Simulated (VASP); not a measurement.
# BiAsS (P6_3/mmc) in VASP: a series of runs, part 2 of 2

VASP 6.6.1. The steps go on from the part before.

## (3) Relaxation of cell and atoms, PBE

This run uses another cell than the first one, of 29.63 Å³/atom.

Input file INCAR:

```
SYSTEM = BiAsS
PREC = Accurate
ENCUT = 600
EDIFF = 1E-6
ISMEAR = 0
SIGMA = 0.1
LREAL = .FALSE.
LASPH = .TRUE.
NELM = 100
ALGO = Normal
ISIF = 3
LWAVE = .FALSE.
LCHARG = .FALSE.
GGA = PE
IBRION = 2
NSW = 90
EDIFFG = -0.04
```

Input file KPOINTS:

```
Automatic mesh
0
G
  6 6 2
  0 0 0
```

Input file POSCAR:

```
BiAsS
1.0
    4.7008133100      0.0000000000      0.0000000000
   -2.3504066600      4.0710237500      0.0000000000
    0.0000000000      0.0000000000      9.2883938000
Bi As S
2 2 2
Direct
    0.0000000000      0.0000000000      0.5000000000
    0.0000000000      0.0000000000      0.0000000000
    0.3333333300      0.6666666700      0.2500000000
    0.6666666700      0.3333333300      0.7500000000
    0.6666666700      0.3333333300      0.2500000000
    0.3333333300      0.6666666700      0.7500000000
```

Potentials or basis: VASP PAW PBE potentials, release 64 (Bi_d, As, S).

Run with:

```console
$ cat potpaw_PBE.64/Bi_d/POTCAR potpaw_PBE.64/As/POTCAR potpaw_PBE.64/S/POTCAR > POTCAR
$ mpirun -np 1 vasp_std > vasp.out
```

OUTCAR:

```text
SYSTEM = BiAsS
   PREC = Accurate
   ENCUT = 600
   EDIFF = 1E-6
   ISMEAR = 0
   LREAL = .FALSE.
   LASPH = .TRUE.
   NELM = 100
   ISIF = 3
   GGA = PE
   IBRION = 2
   NSW = 90
   EDIFFG = -0.04

 ion  position               nearest neighbor table
   1  0.000  0.000  0.500-
   2  0.000  0.000  0.000-
   3  0.333  0.667  0.250-   5 2.71   5 2.71   5 2.71
   4  0.667  0.333  0.750-   6 2.71   6 2.71   6 2.71
   5  0.667  0.333  0.250-   3 2.71   3 2.71   3 2.71
   6  0.333  0.667  0.750-   4 2.71   4 2.71   4 2.71

  LATTYP: Found a hexagonal cell.
 ALAT       =     4.7008133100
 C/A-ratio  =     1.9759120789

  Lattice vectors:

 A1 = (   4.7008133100,   0.0000000000,   0.0000000000)
 A2 = (  -2.3504066600,   4.0710237500,   0.0000000000)
 A3 = (   0.0000000000,   0.0000000000,   9.2883938000)

Analysis of symmetry for initial positions (statically):
=====================================================================
 Subroutine PRICEL returns:
 Original cell was already a primitive cell.

 Routine SETGRP: Setting up the symmetry group for a
 hexagonal supercell.

 Subroutine GETGRP returns: Found 24 space group operations
 (whereof 12 operations were pure point group operations)
 out of a pool of 24 trial point group operations.

The static configuration has the point symmetry D_3d.
 The point group associated with its full space group is D_6h.

Analysis of symmetry for dynamics (positions and initial velocities):
[... 159 lines left out ...]
  energy without entropy =      -21.69236952  energy(sigma->0) =      -21.70374310

 E-fermi :   4.2036     XC(G=0):  -9.1950

 val. band max:        4.1664149167   @ k =   0.3333   0.0000   0.0000
 cond. band min:       4.2126916506   @ k =   0.1667   0.0000   0.5000
 fundamental gap:      0.0462767339
 Fermi energy:         4.2035537707

 k-point     1 :       0.0000    0.0000    0.0000
  band No.  band energies     occupation
      1     -18.9976      2.00000
      2     -18.9976      2.00000
      3     -18.9974      2.00000
      4     -18.9974      2.00000
      5     -18.9664      2.00000
      6     -18.9664      2.00000
[... 578 lines left out ...]
  FREE ENERGIE OF THE ION-ELECTRON SYSTEM (eV)
  ---------------------------------------------------
  free  energy   TOTEN  =       -22.6517943368 eV

  energy  without entropy=      -22.6247268063  energy(sigma->0) =      -22.63826057

[... ionic steps 4 to 7 ...]

--------------------------------------- Ionic step        8  -------------------------------------------

 number of electron      51.9999996 magnetization

------------------------ aborting loop because EDIFF is reached ----------------------------------------
[... 75 lines left out ...]
--------------------------------------- Ionic step       10  -------------------------------------------

 number of electron      51.9999998 magnetization

 Free energy of the ion-electron system (eV)
  ---------------------------------------------------
  ext. energy  EPLUGINS =         0.00000000
  ---------------------------------------------------
  free energy    TOTEN  =       -23.03378704 eV

  energy without entropy =      -22.99549613  energy(sigma->0) =      -23.01464159

 E-fermi :   6.7422     XC(G=0): -10.3470

 val. band max:        6.7316569341   @ k =   0.1667   0.1667   0.0000
 cond. band min:       6.7794563575   @ k =   0.3333   0.0000   0.5000
 fundamental gap:      0.0477994234
 Fermi energy:         6.7421743707

 k-point     1 :       0.0000    0.0000    0.0000
  band No.  band energies     occupation
      1     -16.4659      2.00000
      2     -16.4659      2.00000
      3     -16.4620      2.00000
      4     -16.4620      2.00000
      5     -16.4597      2.00000
      6     -16.4425      2.00000
[... 498 lines left out ...]
  FREE ENERGIE OF THE ION-ELECTRON SYSTEM (eV)
  ---------------------------------------------------
  free  energy   TOTEN  =       -23.0337870444 eV

  energy  without entropy=      -22.9954961308  energy(sigma->0) =      -23.01464159

 reached required accuracy - stopping structural energy minimisation
```

OSZICAR:

```text
N       E                     dE             d eps       ncg     rms          rms(c)
DAV:   1     0.500937449394E+03    0.50094E+03   -0.26058E+04   868   0.182E+03
DAV:   2     0.403449614500E+02   -0.46059E+03   -0.45197E+03   896   0.434E+02
DAV:   3    -0.190224528285E+02   -0.59367E+02   -0.57983E+02  1178   0.161E+02
[... 100 lines left out ...]
DAV:   5    -0.230337493050E+02   -0.10061E-03   -0.27117E-04  1086   0.127E-01    0.425E-02
DAV:   6    -0.230337898189E+02   -0.40514E-04   -0.93900E-05  1008   0.590E-02    0.133E-02
DAV:   7    -0.230337899937E+02   -0.17477E-06   -0.10383E-05  1109   0.226E-02    0.714E-03
DAV:   8    -0.230337870410E+02    0.29526E-05   -0.22817E-06   656   0.819E-03    0.192E-03
DAV:   9    -0.230337870444E+02   -0.33369E-08   -0.31587E-07   441   0.406E-03
  10 F= -.23033787E+02 E0= -.23014642E+02  d E =-.113079E-01
```

It took 9 min on 1 thread of AMD EPYC 7R13 (Zen 3), shared host; peak memory 0.4 GiB.

Results:

- Free energy: -23.0338 eV
- Relaxed volume: 23.13 Å³/atom
- Relaxed cell: a = 4.639 Å, b = 4.639 Å, c = 7.447 Å, α = 90.00°, β = 90.00°, γ = 120.00°
- Space group after relaxing (to 0.1 Å): P6_3/mmc (No. 194)
- Energy gained by relaxing: 219.8 meV/atom
- Ionic steps: 10
- Pressure after relaxing: 0.0 GPa
- Band gap on the k mesh: zero (bands 26 and 27 overlap by 0.68 eV)

Step by step:
```tsv
step	energy change (eV)	largest force (eV/Å)	pressure (GPa)	volume (Å³)
1	0.0000	0.0000	-7.30	177.75
2	-0.9358	0.0000	0.15	145.21
3	-0.9367	0.0000	0.41	144.50
4	-1.1240	0.0000	0.52	142.33
5	-1.2755	0.0000	1.68	134.37
6	-1.3031	0.0000	1.17	137.25
7	-1.3076	0.0000	1.26	136.52
8	-1.3074	0.0000	1.30	136.13
9	-1.3077	0.0000	-1.17	141.47
10	-1.3187	0.0000	0.03	138.81
```

Final structure:
```
Bi As S
1.0
     4.63924    0.00000    0.00000
    -2.31962    4.01770    0.00000
     0.00000    0.00000    7.44723
Bi As S
2 2 2
Direct
  0.00000 0.00000 0.50000
  0.00000 0.00000 0.00000
  0.33333 0.66667 0.25000
  0.66667 0.33333 0.75000
  0.66667 0.33333 0.25000
  0.33333 0.66667 0.75000
```

Levels at points of the mesh, in eV from the Fermi level:
```
           k point  band 23  band 24  band 25  band 26  band 27  band 28  band 29  band 30
(0.00, 0.00, 0.00)    -2.54    -2.54    -1.16    -0.58    -0.14    -0.14     0.34     0.34
(0.50, 0.00, 0.00)    -0.79    -0.66    -0.63    -0.27     0.75     1.40     1.67     2.24
(0.00, 0.00, 0.50)    -1.88    -1.88    -1.88    -1.88     0.10     0.10     1.54     1.54
(0.50, 0.00, 0.50)    -1.24    -1.24     0.55     0.55     0.55     0.55     2.14     2.14
```

Caveat: the volume moved by over 15 % at a fixed basis, so the end points are rough; spin-orbit coupling is left out, which moves the levels of the heavy elements.

The gap in the log of VASP goes by the Fermi energy; the results here count the filled bands.